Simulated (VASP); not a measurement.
# Al (Fm-3m) in VASP: single point with PBE

Aim: the single point of Al with PBE.

Everything below comes from runs of VASP 6.6.1. Logs are shortened: lines on timing, memory, paths and dates and some standing lists are left out, and cuts for length are marked.

**1. The cell of the first run**

The structure is cubic, space group Fm-3m (No. 225). The conventional cell has a = 4.041 Å, b = 4.041 Å, c = 4.041 Å, α = 90.00°, β = 90.00°, γ = 90.00°. Within 3.8 Å of Al (site symmetry m-3m) lie 12 Al at 2.86 Å.

**2. Single point, PBE**

The input, INCAR:

```
ALGO = Normal ; EDIFF = 1E-6
ENCUT = 500 ; GGA = PE
GGA_COMPAT = F ; ISIF = 2
ISMEAR = 0 ; LASPH = T
LCHARG = F ; LREAL = F
LWAVE = F ; NBANDS = 8
NELM = 120 ; PREC = Accurate
SIGMA = 0.1
```

The input, KPOINTS:

```
k-points
0
Gamma
  18 18 18
```

The input, POSCAR:

```
Al
1.0
    0.0000000000      2.0204029283      2.0204029283
    2.0204029283      0.0000000000      2.0204029283
    2.0204029283      2.0204029283      0.0000000000
Al
1
Direct
    0.0000000000      0.0000000000      0.0000000000
```

Potentials or basis: VASP PAW PBE potentials, release 64 (Al).

Run with:

```console
cat potpaw_PBE.64/Al/POTCAR > POTCAR
mpirun -np 1 vasp_std > vasp.out
```

OUTCAR:

```text
EDIFF = 1E-6
   ENCUT = 500
   GGA = PE
   ISIF = 2
   ISMEAR = 0
   LASPH = T
   LREAL = F
   NELM = 120
   PREC = Accurate

 ion  position               nearest neighbor table
   1  0.000  0.000  0.000-

  LATTYP: Found a face centered cubic cell.
 ALAT       =     4.0408058566

  Lattice vectors:

 A1 = (   0.0000000000,   2.0204029283,   2.0204029283)
 A2 = (   2.0204029283,   0.0000000000,   2.0204029283)
 A3 = (   2.0204029283,   2.0204029283,   0.0000000000)

Analysis of symmetry for initial positions (statically):
=====================================================================
 Subroutine PRICEL returns:
 Original cell was already a primitive cell.

 Routine SETGRP: Setting up the symmetry group for a
 face centered cubic supercell.

 Subroutine GETGRP returns: Found 48 space group operations
 (whereof 48 operations were pure point group operations)
 out of a pool of 48 trial point group operations.

The static configuration has the point symmetry O_h .

Analysis of symmetry for dynamics (positions and initial velocities):
=====================================================================
 Subroutine PRICEL returns:
 Original cell was already a primitive cell.

 Routine SETGRP: Setting up the symmetry group for a
 face centered cubic supercell.

 Subroutine GETGRP returns: Found 48 space group operations
 (whereof 48 operations were pure point group operations)
 out of a pool of 48 trial point group operations.

The dynamic configuration has the point symmetry O_h .

 Subroutine INISYM returns: Found 48 space group operations
 (whereof 48 operations are pure point group operations),
 and found     1 'primitive' translations

----------------------------------------------------------------------------------------

                                     Primitive cell

  volume of cell :      16.4947

  direct lattice vectors                    reciprocal lattice vectors
     0.000000000  2.020402928  2.020402928    -0.247475389  0.247475389  0.247475389
     2.020402928  0.000000000  2.020402928     0.247475389 -0.247475389  0.247475389
     2.020402928  2.020402928  0.000000000     0.247475389  0.247475389 -0.247475389

  length of vectors
     2.857281223  2.857281223  2.857281223     0.428639947  0.428639947  0.428639947

  position of ions in fractional coordinates (direct lattice)
     0.000000000  0.000000000  0.000000000

  ion indices of the primitive-cell ions
   primitive index   ion index
                 1           1

----------------------------------------------------------------------------------------

 KPOINTS: k-points

Automatic generation of k-mesh.
 Grid dimensions read from file:
 generate k-points for:   18   18   18

 Generating k-lattice:

  Cartesian coordinates                     Fractional coordinates (reciprocal lattice)
    -0.013748633  0.013748633  0.013748633     0.055555556  0.000000000  0.000000000
     0.013748633 -0.013748633  0.013748633     0.000000000  0.055555556  0.000000000
     0.013748633  0.013748633 -0.013748633     0.000000000  0.000000000  0.055555556

  Length of vectors
     0.023813330  0.023813330  0.023813330

  Shift w.r.t. Gamma in fractional coordinates (k-lattice)
     0.000000000  0.000000000  0.000000000

 Subroutine IBZKPT returns following result:
 ===========================================

 Found    195 irreducible k-points:

 Following reciprocal coordinates:
            Coordinates               Weight
  0.000000  0.000000  0.000000      1.000000
  0.055556  0.000000  0.000000      8.000000
  0.111111  0.000000  0.000000      8.000000
  0.166667  0.000000  0.000000      8.000000
  0.222222  0.000000  0.000000      8.000000
  0.277778  0.000000  0.000000      8.000000
[... 16 lines left out ...]
 -0.277778  0.055556  0.000000     24.000000
 -0.222222  0.055556  0.000000     24.000000
 [... further k-points ...]
   k-points           NKPTS =    195   k-points in BZ     NKDIM =    195   number of bands    NBANDS=      8
   number of dos      NEDOS =    301   number of ions     NIONS =      1
   total plane-waves  NPLWV =  13824
   dimension x,y,z NGX =    24 NGY =   24 NGZ =   24
   dimension x,y,z NGXF=    48 NGYF=   48 NGZF=   48
   ions per type =               1
   NGX,Y,Z   is equivalent  to a cutoff of  13.96, 13.96, 13.96 a.u.
   NGXF,Y,Z  is equivalent  to a cutoff of  27.93, 27.93, 27.93 a.u.
 SYSTEM =  unknown system
   PREC   = accura    normal or accurate (medium, high low for compatibility)
   ISTART =      0    job   : 0-new  1-cont  2-samecut
   ICHARG =      2    charge: 1-file 2-atom 10-const
   ISPIN  =      1    spin polarized calculation?
   LNONCOLLINEAR =      F non collinear calculations
   LSORBIT =      F    spin-orbit coupling
   LASPH  =      T    aspherical Exc in radial PAW
   ENCUT  =  500.0 eV  36.75 Ry    6.06 a.u.   5.21  5.21  5.21*2*pi/ulx,y,z
   NELM   =    120;   NELMIN=  2; NELMDL= -5     # of ELM steps
   EDIFF  = 0.1E-05   stopping-criterion for ELM
   LREAL  =      F    real-space projection
[... 7 lines left out ...]
   TEBEG  =    0.0;   TEEND  =   0.0 temperature during run
   PSTRESS=    0.0 pullay stress
   NELECT =       3.0000    total number of electrons
   NUPDOWN=      -1.0000    fix difference up-down
   EMIN   =  10.00;   EMAX   =-10.00  energy-range for DOS
   EFERMI =   0.00;   METHOD = LEGACY
   ISMEAR =     0;   SIGMA  =   0.10  broadening in eV -4-tet -1-fermi 0-gaus
   EFERMI_NEDOS =   21; number of points for ismear=-14 and -15
   IALGO  =     38    algorithm
   IMIX   =      4    mixing-type and parameters
     AMIX     =   0.40;   BMIX     =  1.00
     AMIX_MAG =   1.60;   BMIX_MAG =  1.00
  volume/ion in A,a.u.               =      16.49       111.31
  Fermi-wavevector in a.u.,A,eV,Ry     =   0.927543  1.752802 11.705575  0.860336
  Thomas-Fermi vector in A             =   2.053624
   LORBIT       =      0    0 simple, 1 ext, 2 COOP (PROOUT), +10 PAW based schemes
   GGA     = PE    functional components
   LHFCALC =     F    Hartree Fock is set to
   AEXX    =    0.0000 exact exchange contribution
   IVDW    =     0    specifies the selected vdW correction
   LEPSILON=     F    determine dielectric tensor
   LRPA    =     F    only Hartree local field effects (RPA)
 non-spin polarized calculation
 Gauss-broadening in eV      SIGMA  =   0.10
  energy-cutoff  :      500.00
  volume of cell :       16.49
 maximum number of plane-waves:       444
 NGX is ok and might be reduce to    24
   NGX = 11   NGY = 11   NGZ = 11

 number of electron       3.0000000 magnetization

 Free energy of the ion-electron system (eV)
  ---------------------------------------------------
  ext. energy  EPLUGINS =         0.00000000
  ---------------------------------------------------
  free energy    TOTEN  =        -3.74452416 eV

  energy without entropy =       -3.74159757  energy(sigma->0) =       -3.74306086

 E-fermi :   7.9948     XC(G=0): -10.1977

 val. band max:        7.9882799471   @ k =  -0.2778   0.2778   0.0556
 cond. band min:       7.9954105736   @ k =  -0.2778   0.5000   0.2222
 fundamental gap:      0.0071306265
 Fermi energy:         7.9948145885

 k-point     1 :       0.0000    0.0000    0.0000
  band No.  band energies     occupation
      1      -3.1330      2.00000
      2      20.6247      0.00000
      3      20.6247      0.00000
      4      20.6247      0.00000
      5      22.1190      0.00000
      6      22.1190      0.00000
      7      22.1190      0.00000
      8      24.4718      0.00000

 k-point     2 :       0.0556    0.0000    0.0000
  band No.  band energies     occupation
      1      -3.0491      2.00000
      2      19.1071      0.00000
      3      20.3129      0.00000
      4      20.3129      0.00000
      5      22.5616      0.00000
      6      22.5616      0.00000
      7      22.6936      0.00000
      8      25.3552      0.00000

 k-point     3 :       0.1111    0.0000    0.0000
  band No.  band energies     occupation
      1      -2.7976      2.00000
      2      16.8841      0.00000
      3      19.8014      0.00000
      4      19.8014      0.00000
      5      22.7565      0.00000
      6      23.4349      0.00000
      7      23.4349      0.00000
      8      25.9242      0.00000

 k-point     4 :       0.1667    0.0000    0.0000
  band No.  band energies     occupation
      1      -2.3795      2.00000
      2      14.6467      0.00000
      3      19.3558      0.00000
      4      19.3558      0.00000
      5      22.5941      0.00000
      6      24.0387      0.00000
      7      24.0387      0.00000
      8      25.2795      0.00000

 k-point     5 :       0.2222    0.0000    0.0000
  band No.  band energies     occupation
      1      -1.7961      2.00000
      2      12.4853      0.00000
      3      19.0285      0.00000
      4      19.0285      0.00000
      5      22.4235      0.00000
      6      23.2663      0.00000
      7      23.2663      0.00000
      8      26.2176      0.00000

 k-point     6 :       0.2778    0.0000    0.0000
  band No.  band energies     occupation
      1      -1.0496      2.00000
      2      10.4310      0.00000
      3      18.8333      0.00000
      4      18.8333      0.00000
      5      22.2738      0.00000
      6      22.2738      0.00000
      7      22.3246      0.00000
      8      26.2747      0.00000

 k-point     7 :       0.3333    0.0000    0.0000
  band No.  band energies     occupation
      1      -0.1423      2.00000
      2       8.4993      0.00000
      3      18.7751      0.00000
      4      18.7751      0.00000
      5      21.3691      0.00000
      6      21.3691      0.00000
      7      22.3373      0.00000
      8      25.3409      0.00000

 k-point     8 :       0.3889    0.0000    0.0000
  band No.  band energies     occupation
      1       0.9225      2.00000
      2       6.6996      2.00000
      3      18.8562      0.00000
      4      18.8562      0.00000
      5      20.5895      0.00000
      6      20.5895      0.00000
      7      22.4826      0.00000
      8      24.5067      0.00000

 k-point     9 :       0.4444    0.0000    0.0000
  band No.  band energies     occupation
      1       2.1409      2.00000
      2       5.0394      2.00000
      3      19.0777      0.00000
      4      19.0777      0.00000
      5      19.9462      0.00000
      6      19.9462      0.00000
      7      22.7691      0.00000
      8      23.7955      0.00000

 k-point    10 :       0.5000    0.0000    0.0000
  band No.  band energies     occupation
      1       3.4093      2.00000
      2       3.6235      2.00000
      3      19.4170      0.00000
      4      19.4170      0.00000
      5      19.4659      0.00000
      6      19.4659      0.00000
      7      23.1326      0.00000
      8      23.2888      0.00000
[... 78 lines left out ...]
 k-point    18 :       0.4444    0.0556    0.0000
  band No.  band energies     occupation
      1       1.7900      2.00000
      2       5.6465      2.00000
      3      17.8954      0.00000
      4      18.4892      0.00000
      5      19.3066      0.00000
      6      21.3638      0.00000
      7      23.6055      0.00000
      8      24.6140      0.00000

 k-point    19 :       0.5000    0.0556    0.0000
  band No.  band energies     occupation
      1       3.1017      2.00000
      2       4.0895      2.00000
      3      17.9283      0.00000
      4      18.2108      0.00000
      5      19.6361      0.00000
      6      20.8166      0.00000
      7      23.9225      0.00000
      8      24.0597      0.00000

 k-point    20 :      -0.4444    0.0556    0.0000
  band No.  band energies     occupation
      1       2.6508      2.00000
      2       4.5894      2.00000
      3      17.5109      0.00000
      4      18.6680      0.00000
      5      20.1091      0.00000
      6      20.4086      0.00000
      7      23.5216      0.00000
      8      24.4967      0.00000

 k-point    21 :      -0.3889    0.0556    0.0000
  band No.  band energies     occupation
      1       1.3841      2.00000
      2       6.1993      2.00000
      3      17.2383      0.00000
      4      19.2647      0.00000
      5      20.1430      0.00000
      6      20.7225      0.00000
      7      23.1915      0.00000
      8      25.1350      0.00000

 k-point    22 :      -0.3333    0.0556    0.0000
  band No.  band energies     occupation
      1       0.2681      2.00000
      2       7.9512      1.46237
      3      17.1109      0.00000
      4      19.9209      0.00000
      5      20.0970      0.00000
      6      21.4705      0.00000
      7      23.0015      0.00000
      8      25.8848      0.00000

 k-point    23 :      -0.2778    0.0556    0.0000
  band No.  band energies     occupation
      1      -0.6915      2.00000
      2       9.8365      0.00000
      3      17.1284      0.00000
      4      20.0000      0.00000
      5      20.8998      0.00000
      6      22.3350      0.00000
      7      22.9539      0.00000
      8      26.6755      0.00000

 k-point    24 :      -0.2222    0.0556    0.0000
  band No.  band energies     occupation
      1      -1.4915      2.00000
      2      11.8452      0.00000
      3      17.2904      0.00000
      4      20.1425      0.00000
      5      21.8884      0.00000
      6      22.9393      0.00000
      7      23.3867      0.00000
      8      25.5893      0.00000

 [... further k-points ...]

------------------------ aborting loop because EDIFF is reached ----------------------------------------

  FORCE on cell =-STRESS in cart. coord.  units (eV):
  Direction    XX          YY          ZZ          XY          YZ          ZX
  --------------------------------------------------------------------------------------
  -------------------------------------------------------------------------------------
  Total       -0.0008624     -0.0008624     -0.0008624      0.0000000      0.0000000     -0.0000000
  in kB       -0.0837632     -0.0837632     -0.0837632      0.0000000      0.0000000     -0.0000000
  external PRESSURE =      -0.0837632 kB  Pullay stress =       0.0000000 kB

 VOLUME and BASIS-vectors are now :
 -----------------------------------------------------------------------------
  energy-cutoff  :      500.00
  volume of cell :       16.49
      direct lattice vectors                 reciprocal lattice vectors
     0.000000000  2.020402928  2.020402928    -0.247475389  0.247475389  0.247475389
     2.020402928  0.000000000  2.020402928     0.247475389 -0.247475389  0.247475389
     2.020402928  2.020402928  0.000000000     0.247475389  0.247475389 -0.247475389

 POSITION                                       TOTAL-FORCE (eV/Angst)
 -----------------------------------------------------------------------------------
      0.00000      0.00000      0.00000         0.000000      0.000000      0.000000
 -----------------------------------------------------------------------------------
    total drift:                                0.000000     -0.000000     -0.000000

  FREE ENERGIE OF THE ION-ELECTRON SYSTEM (eV)
  ---------------------------------------------------
  free  energy   TOTEN  =        -3.7445241641 eV

  energy  without entropy=       -3.7415975653  energy(sigma->0) =       -3.74306086
```

It took 11 s on 1 thread of Intel Xeon 6975P-C, shared host; peak memory 0.14 GiB.

Results:

```
Free energy : -3.7445 eV
Pressure    : 0.0 GPa
```
